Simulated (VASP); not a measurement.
# TaF (P-6m2) in VASP: single point with PBE

Aim: the single point of TaF with PBE.

Everything below comes from runs of VASP 6.6.1. Logs are shortened: lines on timing, memory, paths and dates and some standing lists are left out, and cuts for length are marked.

## Step 1: The cell of the first run

It takes space group P-6m2 (No. 187, hexagonal). Conventional cell: a = 3.079 Å, b = 3.079 Å, c = 3.003 Å, α = 90.00°, β = 90.00°, γ = 120.00°. Ta (site symmetry -6m2) has 6 F at 2.33 Å and 8 Ta at 3.00 to 3.08 Å within 3.1 Å. Within 3.1 Å of F (site symmetry -6m2) lie 6 Ta at 2.33 Å and 8 F at 3.00 to 3.08 Å.

## Step 2: Single point, PBE

INCAR reads:

```
PREC     = Accurate       # precision mode
ENCUT    = 700            # plane-wave cutoff, eV
EDIFF    = 1E-6           # SCF threshold, eV
ISMEAR   = 0              # smearing method
SIGMA    = 0.1            # smearing width, eV
LREAL    = F              # projectors in reciprocal space
LASPH    = T              # aspherical terms in the spheres
NELM     = 120            # most SCF steps
ALGO     = Normal         # electronic algorithm
ISIF     = 2              # what is computed and relaxed
LWAVE    = F              # write WAVECAR
LCHARG   = T              # write CHGCAR
GGA      = PE             # functional
LELF     = T              # ELF
LVHAR    = T            
NBANDS   = 17             # bands
GGA_COMPAT= F
```

KPOINTS reads:

```
Automatic mesh
0
Gamma
  6 6 6
```

POSCAR reads:

```
TaF
1.0
    3.0786830728      0.0000000000      0.0000000000
   -1.5393415364      2.6662177513      0.0000000000
    0.0000000000      0.0000000000      3.0027892091
Ta F
1 1
Direct
    0.0000000000      0.0000000000      0.0000000000
    0.6666666667      0.3333333333      0.5000000000
```

Potentials or basis: VASP PAW PBE potentials, release 64 (Ta_sv_GW, F).

The run is started by

```bash
$ cat potpaw_PBE.64/Ta_sv_GW/POTCAR potpaw_PBE.64/F/POTCAR > POTCAR
$ mpirun -np 1 vasp_std > vasp.out
```

OUTCAR:

```text
PREC = Accurate
   ENCUT = 700
   EDIFF = 1E-6
   ISMEAR = 0
   LREAL = F
   LASPH = T
   NELM = 120
   ISIF = 2
   GGA = PE

 ion  position               nearest neighbor table
   1  0.000  0.000  0.000-   2 2.33   2 2.33   2 2.33   2 2.33   2 2.33   2 2.33
   2  0.667  0.333  0.500-   1 2.33   1 2.33   1 2.33   1 2.33   1 2.33   1 2.33

  LATTYP: Found a hexagonal cell.
 ALAT       =     3.0786830728
 C/A-ratio  =     0.9753485949

  Lattice vectors:

 A1 = (   3.0786830728,   0.0000000000,   0.0000000000)
 A2 = (  -1.5393415364,   2.6662177513,   0.0000000000)
 A3 = (   0.0000000000,   0.0000000000,   3.0027892091)

Analysis of symmetry for initial positions (statically):
=====================================================================
 Subroutine PRICEL returns:
 Original cell was already a primitive cell.

 Routine SETGRP: Setting up the symmetry group for a
 hexagonal supercell.

 Subroutine GETGRP returns: Found 12 space group operations
 (whereof 12 operations were pure point group operations)
 out of a pool of 24 trial point group operations.

The static configuration has the point symmetry D_3h.

Analysis of symmetry for dynamics (positions and initial velocities):
=====================================================================
 Subroutine PRICEL returns:
 Original cell was already a primitive cell.

 Routine SETGRP: Setting up the symmetry group for a
 hexagonal supercell.

 Subroutine GETGRP returns: Found 12 space group operations
 (whereof 12 operations were pure point group operations)
 out of a pool of 24 trial point group operations.

The dynamic configuration has the point symmetry D_3h.

 Subroutine INISYM returns: Found 12 space group operations
 (whereof 12 operations are pure point group operations),
 and found     1 'primitive' translations

----------------------------------------------------------------------------------------

                                     Primitive cell

  volume of cell :      24.6482

  direct lattice vectors                    reciprocal lattice vectors
     3.078683073  0.000000000  0.000000000     0.324814207  0.187531570  0.000000000
    -1.539341536  2.666217751  0.000000000     0.000000000  0.375063139  0.000000000
     0.000000000  0.000000000  3.002789209     0.000000000  0.000000000  0.333023709

  length of vectors
     3.078683073  3.078683073  3.002789209     0.375063139  0.375063139  0.333023709

  position of ions in fractional coordinates (direct lattice)
     0.000000000  0.000000000  0.000000000
     0.666666667  0.333333333  0.500000000

  ion indices of the primitive-cell ions
   primitive index   ion index
                 1           1
                 2           2

----------------------------------------------------------------------------------------

 KPOINTS: Automatic mesh

Automatic generation of k-mesh.
 Grid dimensions read from file:
 generate k-points for:    6    6    6

 Generating k-lattice:

  Cartesian coordinates                     Fractional coordinates (reciprocal lattice)
     0.054135701  0.031255262  0.000000000     0.166666667 -0.000000000  0.000000000
     0.000000000  0.062510523  0.000000000     0.000000000  0.166666667  0.000000000
     0.000000000  0.000000000  0.055503952     0.000000000  0.000000000  0.166666667

  Length of vectors
     0.062510523  0.062510523  0.055503952

  Shift w.r.t. Gamma in fractional coordinates (k-lattice)
     0.000000000  0.000000000  0.000000000

 Subroutine IBZKPT returns following result:
 ===========================================

 Found     28 irreducible k-points:

 Following reciprocal coordinates:
            Coordinates               Weight
  0.000000  0.000000  0.000000      1.000000
  0.166667 -0.000000  0.000000      6.000000
  0.333333  0.000000  0.000000      6.000000
  0.500000 -0.000000  0.000000      3.000000
  0.166667  0.166667  0.000000      6.000000
  0.333333  0.166667  0.000000     12.000000
[... 16 lines left out ...]
  0.166667 -0.000000  0.500000      6.000000
  0.333333  0.000000  0.500000      6.000000
 [... further k-points ...]
   k-points           NKPTS =     28   k-points in BZ     NKDIM =     28   number of bands    NBANDS=     17
   number of dos      NEDOS =    301   number of ions     NIONS =      2
   total plane-waves  NPLWV =  21952
   dimension x,y,z NGX =    28 NGY =   28 NGZ =   28
   dimension x,y,z NGXF=    56 NGYF=   56 NGZF=   56
   ions per type =               1   1
   NGX,Y,Z   is equivalent  to a cutoff of  15.12, 15.12, 15.50 a.u.
   NGXF,Y,Z  is equivalent  to a cutoff of  30.24, 30.24, 31.00 a.u.
 SYSTEM =  unknown system
   PREC   = accura    normal or accurate (medium, high low for compatibility)
   ISTART =      0    job   : 0-new  1-cont  2-samecut
   ICHARG =      2    charge: 1-file 2-atom 10-const
   ISPIN  =      1    spin polarized calculation?
   LNONCOLLINEAR =      F non collinear calculations
   LSORBIT =      F    spin-orbit coupling
   LASPH  =      T    aspherical Exc in radial PAW
   ENCUT  =  700.0 eV  51.45 Ry    7.17 a.u.   6.64  6.64  6.48*2*pi/ulx,y,z
   NELM   =    120;   NELMIN=  2; NELMDL= -5     # of ELM steps
   EDIFF  = 0.1E-05   stopping-criterion for ELM
   LREAL  =      F    real-space projection
[... 7 lines left out ...]
   TEBEG  =    0.0;   TEEND  =   0.0 temperature during run
   PSTRESS=    0.0 pullay stress
   NELECT =      20.0000    total number of electrons
   NUPDOWN=      -1.0000    fix difference up-down
   EMIN   =  10.00;   EMAX   =-10.00  energy-range for DOS
   EFERMI =   0.00;   METHOD = LEGACY
   ISMEAR =     0;   SIGMA  =   0.10  broadening in eV -4-tet -1-fermi 0-gaus
   EFERMI_NEDOS =   21; number of points for ismear=-14 and -15
   IALGO  =     38    algorithm
   IMIX   =      4    mixing-type and parameters
     AMIX     =   0.40;   BMIX     =  1.00
     AMIX_MAG =   1.60;   BMIX_MAG =  1.00
  volume/ion in A,a.u.               =      12.32        83.17
  Fermi-wavevector in a.u.,A,eV,Ry     =   1.526944  2.885505 31.722758  2.331557
  Thomas-Fermi vector in A             =   2.634908
   LORBIT       =      0    0 simple, 1 ext, 2 COOP (PROOUT), +10 PAW based schemes
   GGA     = PE    functional components
   LHFCALC =     F    Hartree Fock is set to
   AEXX    =    0.0000 exact exchange contribution
   IVDW    =     0    specifies the selected vdW correction
   LEPSILON=     F    determine dielectric tensor
   LRPA    =     F    only Hartree local field effects (RPA)
 non-spin polarized calculation
 Gauss-broadening in eV      SIGMA  =   0.10
  energy-cutoff  :      700.00
  volume of cell :       24.65
 maximum number of plane-waves:      1068
 NGX is ok and might be reduce to    28
   NGX = 13   NGY = 13   NGZ = 13

 number of electron      20.0000001 magnetization

 Free energy of the ion-electron system (eV)
  ---------------------------------------------------
  ext. energy  EPLUGINS =         0.00000000
  ---------------------------------------------------
  free energy    TOTEN  =       -15.87883009 eV

  energy without entropy =      -15.86757640  energy(sigma->0) =      -15.87320325

 E-fermi :  11.2432     XC(G=0): -12.7982

 val. band max:       11.2161425614   @ k =   0.1667   0.1667   0.3333
 cond. band min:      11.3213603395   @ k =   0.3333   0.1667   0.3333
 fundamental gap:      0.1052177781
 Fermi energy:        11.2431662887

 k-point     1 :       0.0000    0.0000    0.0000
  band No.  band energies     occupation
      1     -57.8225      2.00000
      2     -24.1494      2.00000
      3     -23.9998      2.00000
      4     -23.9998      2.00000
      5     -16.9265      2.00000
      6       2.0812      2.00000
[... 9 lines left out ...]
     16      25.0998      0.00000
     17      25.5850      0.00000

 k-point     2 :       0.1667   -0.0000    0.0000
  band No.  band energies     occupation
      1     -57.8124      2.00000
      2     -24.1941      2.00000
      3     -24.1279      2.00000
      4     -24.0375      2.00000
      5     -16.7757      2.00000
      6       1.4074      2.00000
[... 9 lines left out ...]
     16      25.3766      0.00000
     17      25.8579      0.00000

 k-point     3 :       0.3333    0.0000    0.0000
  band No.  band energies     occupation
      1     -57.7919      2.00000
      2     -24.5576      2.00000
      3     -24.1118      2.00000
      4     -24.0846      2.00000
      5     -16.4977      2.00000
      6       0.5228      2.00000
[... 9 lines left out ...]
     16      25.0925      0.00000
     17      25.7041      0.00000

 k-point     4 :       0.5000   -0.0000    0.0000
  band No.  band energies     occupation
      1     -57.7817      2.00000
      2     -24.7288      2.00000
      3     -24.1485      2.00000
      4     -24.0628      2.00000
      5     -16.3686      2.00000
      6       0.1949      2.00000
[... 9 lines left out ...]
     16      23.9215      0.00000
     17      24.6630      0.00000

 k-point     5 :       0.1667    0.1667    0.0000
  band No.  band energies     occupation
      1     -57.7970      2.00000
      2     -24.4358      2.00000
      3     -24.1295      2.00000
      4     -24.0955      2.00000
      5     -16.5628      2.00000
      6       0.8018      2.00000
[... 9 lines left out ...]
     16      24.9252      0.00000
     17      26.2246      0.00000

 k-point     6 :       0.3333    0.1667    0.0000
  band No.  band energies     occupation
      1     -57.7817      2.00000
      2     -24.6420      2.00000
      3     -24.2444      2.00000
      4     -24.0629      2.00000
      5     -16.3627      2.00000
      6       0.4377      2.00000
[... 9 lines left out ...]
     16      23.4234      0.00000
     17      25.4974      0.00000

 k-point     7 :       0.3333    0.3333    0.0000
  band No.  band energies     occupation
      1     -57.7765      2.00000
      2     -24.5760      2.00000
      3     -24.4229      2.00000
      4     -24.0520      2.00000
      5     -16.2935      2.00000
      6       0.6652      2.00000
[... 9 lines left out ...]
     16      21.1086      0.00000
     17      27.0898      0.00000

 k-point     8 :       0.0000    0.0000    0.1667
  band No.  band energies     occupation
      1     -57.8152      2.00000
      2     -24.3437      2.00000
      3     -23.9868      2.00000
      4     -23.9868      2.00000
      5     -16.7418      2.00000
      6       1.2777      2.00000
[... 9 lines left out ...]
     16      23.9081      0.00000
     17      26.5325      0.00000
[... 203 lines left out ...]
      1     -57.7757      2.00000
      2     -24.5736      2.00000
      3     -24.3266      2.00000
      4     -24.0809      2.00000
      5     -16.4441      2.00000
      6       0.5871      2.00000
[... 9 lines left out ...]
     16      23.3525      0.00000
     17      26.8991      0.00000

 k-point    20 :       0.3333    0.1667    0.3333
  band No.  band energies     occupation
      1     -57.7608      2.00000
      2     -24.5247      2.00000
      3     -24.4706      2.00000
      4     -24.1859      2.00000
      5     -16.4830      2.00000
      6       0.6661      2.00000
[... 9 lines left out ...]
     16      22.3407      0.00000
     17      24.4041      0.00000

 k-point    21 :       0.3333    0.3333    0.3333
  band No.  band energies     occupation
      1     -57.7559      2.00000
      2     -24.4527      2.00000
      3     -24.4348      2.00000
      4     -24.3643      2.00000
      5     -16.4939      2.00000
      6       0.6977      2.00000
[... 9 lines left out ...]
     16      23.0176      0.00000
     17      23.5237      0.00000

 k-point    22 :       0.0000    0.0000    0.5000
  band No.  band energies     occupation
      1     -57.7933      2.00000
      2     -24.8760      2.00000
      3     -23.9475      2.00000
      4     -23.9475      2.00000
      5     -16.2224      2.00000
      6      -0.4619      2.00000
[... 9 lines left out ...]
     16      25.9773      0.00000
     17      26.1566      0.00000

 k-point    23 :       0.1667   -0.0000    0.5000
  band No.  band energies     occupation
      1     -57.7834      2.00000
      2     -24.8124      2.00000
      3     -24.1023      2.00000
      4     -23.9825      2.00000
      5     -16.2979      2.00000
      6      -0.1096      2.00000
[... 9 lines left out ...]
     16      25.2559      0.00000
     17      27.3551      0.00000

 k-point    24 :       0.3333    0.0000    0.5000
  band No.  band energies     occupation
      1     -57.7637      2.00000
      2     -24.6815      2.00000
      3     -24.4010      2.00000
      4     -24.0516      2.00000
      5     -16.4519      2.00000
      6       0.4388      2.00000
[... 9 lines left out ...]
     16      23.3156      0.00000
     17      24.0285      0.00000

 [... further k-points ...]
[... 5 lines left out ...]
  --------------------------------------------------------------------------------------
  -------------------------------------------------------------------------------------
  Total        3.8174160      3.8174160      4.4420737      0.0000000     -0.0000000     -0.0000000
  in kB      248.1387684    248.1387684    288.7426243      0.0000000     -0.0000000     -0.0000000
  external PRESSURE =     261.6733871 kB  Pullay stress =       0.0000000 kB

 VOLUME and BASIS-vectors are now :
 -----------------------------------------------------------------------------
  energy-cutoff  :      700.00
  volume of cell :       24.65
      direct lattice vectors                 reciprocal lattice vectors
     3.078683073  0.000000000  0.000000000     0.324814207  0.187531570  0.000000000
    -1.539341536  2.666217751  0.000000000     0.000000000  0.375063139  0.000000000
     0.000000000  0.000000000  3.002789209     0.000000000  0.000000000  0.333023709

 POSITION                                       TOTAL-FORCE (eV/Angst)
 -----------------------------------------------------------------------------------
      0.00000      0.00000      0.00000         0.000000      0.000000      0.000000
      1.53934      0.88874      1.50139        -0.000000      0.000000      0.000000
 -----------------------------------------------------------------------------------
    total drift:                               -0.000000      0.000000      0.000000

  FREE ENERGIE OF THE ION-ELECTRON SYSTEM (eV)
  ---------------------------------------------------
  free  energy   TOTEN  =       -15.8788300880 eV

  energy  without entropy=      -15.8675764025  energy(sigma->0) =      -15.87320325
```

Run time: 14 s. Hardware: 1 thread of AMD EPYC 7R13 (Zen 3), shared host; peak memory 0.15 GiB.

What came out:

| Quantity | Value |
| --- | --- |
| Free energy | -15.8788 eV |
| Pressure | 26.2 GPa |
| Band gap on the k mesh | zero (bands 10 and 11 overlap by 1.72 eV) |

Caveat: the k points lie up to 0.39 Å⁻¹ apart, too coarse for converged energies and pressures of a metal; spin-orbit coupling is left out, which moves the levels of the heavy elements.

The gap in the log of VASP goes by the Fermi energy; the results here count the filled bands.